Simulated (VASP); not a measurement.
# YI (P-3m1) in VASP: further runs

The runs below take YI through single point, with LDA.

Program: VASP 6.6.1. These are calculated values, not measurements. Logs are shortened: lines on timing, memory, paths and dates and some standing lists are left out, and cuts for length are marked.

**1. The cell of the first run**

It takes space group P-3m1 (No. 164, trigonal). Conventional cell: a = 4.034 Å, b = 4.034 Å, c = 11.297 Å, α = 90.00°, β = 90.00°, γ = 120.00°. Within 4.2 Å of Y (site symmetry 3m) lie 3 I at 3.19 Å and 9 Y at 3.69 to 4.03 Å. I (site symmetry 3m) has 3 Y at 3.19 Å and 6 I at 4.03 Å within 4.2 Å.

**2. Single point, LDA, collinear spin (39.79 Å³/atom)**

Input file INCAR:

```
PREC     = Accurate       # precision mode
ENCUT    = 520            # plane-wave cutoff, eV
EDIFF    = 1E-6           # SCF threshold, eV
ISMEAR   = -1             # smearing method
SIGMA    = 0.05           # smearing width, eV
LREAL    = F              # projectors in reciprocal space
LASPH    = T              # aspherical terms in the spheres
NELM     = 150            # most SCF steps
ALGO     = Normal         # electronic algorithm
ISIF     = 2              # what is computed and relaxed
LWAVE    = F              # write WAVECAR
LCHARG   = T              # write CHGCAR
ISPIN    = 2              # spin polarisation
MAGMOM   = 0.6 0.6 0 0    # initial moments
LORBIT   = 11             # projections on sites
LMAXMIX  = 4              # l up to which the mixer works
LELF     = T              # ELF
LVHAR    = T            
NBANDS   = 30             # bands
```

Input file KPOINTS:

```
regular mesh
0
Gamma
  7 7 3
```

Input file POSCAR:

```
YI
1.0
    4.0335613826      0.0000000000      0.0000000000
   -2.0167806913      3.4931666250      0.0000000000
    0.0000000000      0.0000000000     11.2967757953
Y I
2 2
Direct
    0.6666666667      0.3333333333      0.6267270000
    0.3333333333      0.6666666667      0.3732730000
    0.3333333333      0.6666666667      0.8199750000
    0.6666666667      0.3333333333      0.1800250000
```

Potentials or basis: VASP PAW LDA potentials, release 64 (Y_sv, I).

Started as:

```bash
cat potpaw_LDA.64/Y_sv/POTCAR potpaw_LDA.64/I/POTCAR > POTCAR
mpirun -np 1 vasp_std > vasp.out
```

OUTCAR:

```text
PREC = Accurate
   ENCUT = 520
   EDIFF = 1E-6
   ISMEAR = -1
   LREAL = F
   LASPH = T
   NELM = 150
   ISIF = 2
   ISPIN = 2
   LORBIT = 11

 ion  position               nearest neighbor table
   1  0.667  0.333  0.627-   3 3.19   3 3.19   3 3.19   2 3.69   2 3.69   2 3.69
   2  0.333  0.667  0.373-   4 3.19   4 3.19   4 3.19   1 3.69   1 3.69   1 3.69
   3  0.333  0.667  0.820-   1 3.19   1 3.19   1 3.19
   4  0.667  0.333  0.180-   2 3.19   2 3.19   2 3.19

  LATTYP: Found a hexagonal cell.
 ALAT       =     4.0335613826
 C/A-ratio  =     2.8006951485

  Lattice vectors:

 A1 = (   4.0335613826,   0.0000000000,   0.0000000000)
 A2 = (  -2.0167806913,   3.4931666250,   0.0000000000)
 A3 = (   0.0000000000,   0.0000000000,  11.2967757953)

Analysis of symmetry for initial positions (statically):
=====================================================================
 Subroutine PRICEL returns:
 Original cell was already a primitive cell.

 Routine SETGRP: Setting up the symmetry group for a
 hexagonal supercell.

 Subroutine GETGRP returns: Found 12 space group operations
 (whereof 12 operations were pure point group operations)
 out of a pool of 24 trial point group operations.

The static configuration has the point symmetry D_3d.

Analysis of symmetry for dynamics (positions and initial velocities):
=====================================================================
 Subroutine PRICEL returns:
 Original cell was already a primitive cell.

 Routine SETGRP: Setting up the symmetry group for a
 hexagonal supercell.

 Subroutine GETGRP returns: Found 12 space group operations
 (whereof 12 operations were pure point group operations)
 out of a pool of 24 trial point group operations.

The dynamic configuration has the point symmetry D_3d.

Analysis of structural, dynamic, and magnetic symmetry:
=====================================================================
 Subroutine PRICEL returns:
 Original cell was already a primitive cell.

 Routine SETGRP: Setting up the symmetry group for a
 hexagonal supercell.

 Subroutine GETGRP returns: Found 12 space group operations
 (whereof 12 operations were pure point group operations)
 out of a pool of 24 trial point group operations.

The overall configuration has the point symmetry D_3d.

 Subroutine INISYM returns: Found 12 space group operations
 (whereof 12 operations are pure point group operations),
 and found     1 'primitive' translations

----------------------------------------------------------------------------------------

                                     Primitive cell

  volume of cell :     159.1705

  direct lattice vectors                    reciprocal lattice vectors
     4.033561383  0.000000000  0.000000000     0.247919867  0.143136602  0.000000000
    -2.016780691  3.493166625  0.000000000     0.000000000  0.286273203  0.000000000
     0.000000000  0.000000000 11.296775795     0.000000000  0.000000000  0.088520833

  length of vectors
     4.033561383  4.033561383 11.296775795     0.286273203  0.286273203  0.088520833

  position of ions in fractional coordinates (direct lattice)
     0.666666667  0.333333333  0.626727000
     0.333333333  0.666666667  0.373273000
     0.333333333  0.666666667  0.819975000
     0.666666667  0.333333333  0.180025000

  ion indices of the primitive-cell ions
   primitive index   ion index
                 1           1
                 2           2
                 3           3
                 4           4

----------------------------------------------------------------------------------------

 KPOINTS: regular mesh

Automatic generation of k-mesh.
 Grid dimensions read from file:
 generate k-points for:    7    7    3

 Generating k-lattice:

  Cartesian coordinates                     Fractional coordinates (reciprocal lattice)
     0.035417124  0.020448086  0.000000000     0.142857143  0.000000000  0.000000000
     0.000000000  0.040896172  0.000000000     0.000000000  0.142857143  0.000000000
     0.000000000  0.000000000  0.029506944     0.000000000  0.000000000  0.333333333

  Length of vectors
     0.040896172  0.040896172  0.029506944

  Shift w.r.t. Gamma in fractional coordinates (k-lattice)
     0.000000000  0.000000000  0.000000000

 Subroutine IBZKPT returns following result:
 ===========================================

 Found     20 irreducible k-points:

 Following reciprocal coordinates:
            Coordinates               Weight
  0.000000  0.000000  0.000000      1.000000
  0.142857  0.000000  0.000000      6.000000
  0.285714 -0.000000  0.000000      6.000000
  0.428571 -0.000000  0.000000      6.000000
  0.142857  0.142857  0.000000      6.000000
  0.285714  0.142857  0.000000     12.000000
[... 12 lines left out ...]
  0.428571  0.142857  0.333333     12.000000
  0.285714  0.285714  0.333333     12.000000
   k-points           NKPTS =     20   k-points in BZ     NKDIM =     20   number of bands    NBANDS=     30
   number of dos      NEDOS =    301   number of ions     NIONS =      4
   total plane-waves  NPLWV =  75600
   dimension x,y,z NGX =    30 NGY =   30 NGZ =   84
   dimension x,y,z NGXF=    60 NGYF=   60 NGZF=  168
   ions per type =               2   2
   NGX,Y,Z   is equivalent  to a cutoff of  12.36, 12.36, 12.36 a.u.
   NGXF,Y,Z  is equivalent  to a cutoff of  24.73, 24.73, 24.72 a.u.
 SYSTEM =  unknown system
   PREC   = accura    normal or accurate (medium, high low for compatibility)
   ISTART =      0    job   : 0-new  1-cont  2-samecut
   ICHARG =      2    charge: 1-file 2-atom 10-const
   ISPIN  =      2    spin polarized calculation?
   LNONCOLLINEAR =      F non collinear calculations
   LSORBIT =      F    spin-orbit coupling
   LASPH  =      T    aspherical Exc in radial PAW
   ENCUT  =  520.0 eV  38.22 Ry    6.18 a.u.   7.50  7.50 21.00*2*pi/ulx,y,z
   NELM   =    150;   NELMIN=  2; NELMDL= -5     # of ELM steps
   EDIFF  = 0.1E-05   stopping-criterion for ELM
   LREAL  =      F    real-space projection
   EDIFFG = 0.1E-04   stopping-criterion for IOM
   NSW    =      0    number of steps for IOM
   IBRION =     -1    ionic relax: 0-MD 1-quasi-New 2-CG
   NFREE  =      0    steps in history (QN), initial steepest desc. (CG)
   ISIF   =      2    stress and relaxation
   ISYM   =      2    0-nonsym 1-usesym 2-fastsym
   POTIM  = 0.5000    time-step for ionic-motion
   TEBEG  =    0.0;   TEEND  =   0.0 temperature during run
   PSTRESS=    0.0 pullay stress
   NELECT =      36.0000    total number of electrons
   NUPDOWN=      -1.0000    fix difference up-down
   EMIN   =  10.00;   EMAX   =-10.00  energy-range for DOS
   EFERMI =   0.00;   METHOD = LEGACY
   ISMEAR =    -1;   SIGMA  =   0.05  broadening in eV -4-tet -1-fermi 0-gaus
   EFERMI_NEDOS =   21; number of points for ismear=-14 and -15
   IALGO  =     38    algorithm
   IMIX   =      4    mixing-type and parameters
     AMIX     =   0.40;   BMIX     =  1.00
     AMIX_MAG =   1.60;   BMIX_MAG =  1.00
  volume/ion in A,a.u.               =      39.79       268.53
  Fermi-wavevector in a.u.,A,eV,Ry     =   0.997443  1.884894 13.536340  0.994893
  Thomas-Fermi vector in A             =   2.129600
   LORBIT       =     11    0 simple, 1 ext, 2 COOP (PROOUT), +10 PAW based schemes
   GGA     = CA    functional components
   LHFCALC =     F    Hartree Fock is set to
   AEXX    =    0.0000 exact exchange contribution
   IVDW    =     0    specifies the selected vdW correction
   LEPSILON=     F    determine dielectric tensor
   LRPA    =     F    only Hartree local field effects (RPA)
 spin polarized calculation
  energy-cutoff  :      520.00
  volume of cell :      159.17
 maximum number of plane-waves:      4325
 NGX is ok and might be reduce to    30
   NGX = 15   NGY = 15   NGZ = 43

 number of electron      35.9999998 magnetization       0.9410647

 Free energy of the ion-electron system (eV)
  ---------------------------------------------------
  ext. energy  EPLUGINS =         0.00000000
  ---------------------------------------------------
  free energy    TOTEN  =       -21.07599704 eV

  energy without entropy =      -21.03957248  energy(sigma->0) =      -21.05778476

 E-fermi :   3.1657     XC(G=0):  -8.6512

 val. band max:        3.1588434599   @ k =  -0.1429   0.4286   0.3333
 cond. band min:       3.2045062972   @ k =   0.4286   0.1429   0.0000
 fundamental gap:      0.0456628374
 Fermi energy:         3.1657297518

 spin component 1

 k-point     1 :       0.0000    0.0000    0.0000
  band No.  band energies     occupation
      1     -39.9952      1.00000
      2     -39.9736      1.00000
      3     -20.1557      1.00000
      4     -20.0368      1.00000
      5     -20.0368      1.00000
      6     -19.9988      1.00000
[... 649 lines left out ...]
     29       8.0027      0.00000
     30       8.5811      0.00000
 Fermi energy:         3.1657297518

 spin component 2

 k-point     1 :       0.0000    0.0000    0.0000
  band No.  band energies     occupation
      1     -39.8884      1.00000
      2     -39.8674      1.00000
      3     -20.0115      1.00000
      4     -19.9130      1.00000
      5     -19.9130      1.00000
      6     -19.8763      1.00000
[... 649 lines left out ...]
     29       8.1416      0.00000
     30       8.7538      0.00000

------------------------ aborting loop because EDIFF is reached ----------------------------------------

  FORCE on cell =-STRESS in cart. coord.  units (eV):
  Direction    XX          YY          ZZ          XY          YZ          ZX
  --------------------------------------------------------------------------------------
  -------------------------------------------------------------------------------------
  Total       -4.4721723     -4.4721723     -4.7072460      0.0000000      0.0000000      0.0000000
  in kB      -45.0159714    -45.0159714    -47.3821748      0.0000000      0.0000000      0.0000000
  external PRESSURE =     -45.8047059 kB  Pullay stress =       0.0000000 kB

 VOLUME and BASIS-vectors are now :
 -----------------------------------------------------------------------------
  energy-cutoff  :      520.00
  volume of cell :      159.17
      direct lattice vectors                 reciprocal lattice vectors
     4.033561383  0.000000000  0.000000000     0.247919867  0.143136602  0.000000000
    -2.016780691  3.493166625  0.000000000     0.000000000  0.286273203  0.000000000
     0.000000000  0.000000000 11.296775795     0.000000000  0.000000000  0.088520833

 POSITION                                       TOTAL-FORCE (eV/Angst)
 -----------------------------------------------------------------------------------
      2.01678      1.16439      7.07999        -0.000000      0.000000      0.331597
     -0.00000      2.32878      4.21678         0.000000     -0.000000     -0.331597
     -0.00000      2.32878      9.26307         0.000000     -0.000000     -0.650481
      2.01678      1.16439      2.03370         0.000000      0.000000      0.650481
 -----------------------------------------------------------------------------------
    total drift:                               -0.000000      0.000000      0.000000

  FREE ENERGIE OF THE ION-ELECTRON SYSTEM (eV)
  ---------------------------------------------------
  free  energy   TOTEN  =       -21.0759970447 eV

  energy  without entropy=      -21.0395724788  energy(sigma->0) =      -21.05778476

 total charge

# of ion       s       p       d       f       tot
--------------------------------------------------
    1        2.210   6.219   0.834   0.015   9.279
    2        2.210   6.219   0.834   0.015   9.279
    3        1.513   2.779   0.019   0.000   4.310
    4        1.513   2.779   0.019   0.000   4.310
--------------------------------------------------
tot          7.446  17.996   1.706   0.029  27.178

 magnetization (x)

# of ion       s       p       d       f       tot
--------------------------------------------------
    1        0.009   0.036   0.216   0.001   0.262
    2        0.009   0.036   0.216   0.001   0.262
    3       -0.000   0.005   0.002   0.000   0.007
    4       -0.000   0.005   0.002   0.000   0.007
--------------------------------------------------
tot          0.017   0.081   0.437   0.002   0.537
```

Run time: 1.8 min. Hardware: 1 thread of Intel Xeon 6975P-C (Granite Rapids), shared host; peak memory 0.32 GiB.

What came out:

| Property | Result |
| --- | --- |
| Free energy | -21.0760 eV |
| Pressure | -4.6 GPa |
| Largest force | 0.650 eV/Å |
| Net moment | 0.94 μB per cell |
| Site moments | Y +0.26; I +0.01 μB |
| Valence electrons inside the program's atomic spheres | Y 9.28; I 4.31 |

Forces on the atoms (eV/Å):
```
Y    0.000  0.000  0.332
Y    0.000  0.000 -0.332
I    0.000  0.000 -0.650
I    0.000  0.000  0.650
```

Levels at points of the mesh, in eV from the Fermi level:
Spin up:
| k point | band 16 | band 17 | band 18 | band 19 | band 20 | band 21 |
| --- | --- | --- | --- | --- | --- | --- |
| (0.00, 0.00, 0.00) | -2.00 | -2.00 | -0.30 | 1.16 | 1.16 | 1.28 |
Spin down:
```csv
k point,band 13,band 14,band 15,band 16,band 17,band 18,band 19,band 20,band 21,band 22
"(0.00, 0.00, 0.00)",-1.98,-1.98,-1.98,-1.98,-1.82,-0.07,1.40,1.40,1.52,1.66
```

Caveat: the cell stands under tension; spin-orbit coupling is left out, which moves the levels of the heavy elements.

**3. Single point, LDA, collinear spin (42.05 Å³/atom)**

This run uses another cell than the first one, of 42.05 Å³/atom.

Input file INCAR:

```
PREC = Accurate
ENCUT = 520
EDIFF = 1E-7
ISMEAR = -1
SIGMA = 0.05
LREAL = False
LASPH = True
NELM = 150
ALGO = Normal
ISIF = 2
LWAVE = False
LCHARG = False
ISPIN = 2
MAGMOM = 0.6 0.6 0 0
LORBIT = 11
LMAXMIX = 4
GGA = CA
NBANDS = 30
```

KPOINTS is that of step 2.

Input file POSCAR:

```
YI
1.0
    4.1082738914      0.0000000000      0.0000000000
   -2.0541369457      3.5578695556      0.0000000000
    0.0000000000      0.0000000000     11.5060227563
Y I
2 2
Direct
    0.6666666667      0.3333333333      0.6267270000
    0.3333333333      0.6666666667      0.3732730000
    0.3333333333      0.6666666667      0.8199750000
    0.6666666667      0.3333333333      0.1800250000
```

Potentials or basis: VASP PAW LDA potentials, release 64 (Y_sv, I).

Started as:

```bash
cat potpaw_LDA.64/Y_sv/POTCAR potpaw_LDA.64/I/POTCAR > POTCAR
mpirun -np 1 vasp_std > vasp.out
```

It took 2.1 min on 1 thread of Intel Xeon 6975P-C (Granite Rapids), shared host; peak memory 0.35 GiB.

The run converged. Its results:

- Free energy: -20.7881 eV
- Pressure: -5.6 GPa
- Largest force: 0.876 eV/Å
- Net moment: 0.98 μB per cell
- Site moments: Y +0.27; I +0.01 μB
- Valence electrons inside the program's atomic spheres: Y 9.21; I 4.30

Forces in eV/Å, atoms in the order of the input:
```
Y    0.000  0.000  0.379
Y    0.000  0.000 -0.379
I    0.000  0.000 -0.876
I    0.000  0.000  0.876
```

Stress tensor (GPa, compression positive):
```
-5.42  0.00  0.00
 0.00 -5.42  0.00
 0.00  0.00 -5.98
```

Levels at points of the mesh, in eV from the Fermi level:
Spin up:
| k point | band 14 | band 15 | band 16 | band 17 | band 18 | band 19 | band 20 | band 21 | band 22 | band 23 |
| --- | --- | --- | --- | --- | --- | --- | --- | --- | --- | --- |
| (0.00, 0.00, 0.00) | -2.02 | -2.02 | -2.02 | -2.02 | -0.32 | 1.09 | 1.09 | 1.23 | 1.37 | 1.37 |
Spin down:
```tsv
k point	band 13	band 14	band 15	band 16	band 17	band 18	band 19	band 20	band 21	band 22
(0.00, 0.00, 0.00)	-2.00	-2.00	-1.99	-1.99	-1.83	-0.08	1.34	1.34	1.47	1.56
```

Caveat: the cell stands under tension; spin-orbit coupling is left out, which moves the levels of the heavy elements.

(Part 1 of 2 ends here.)
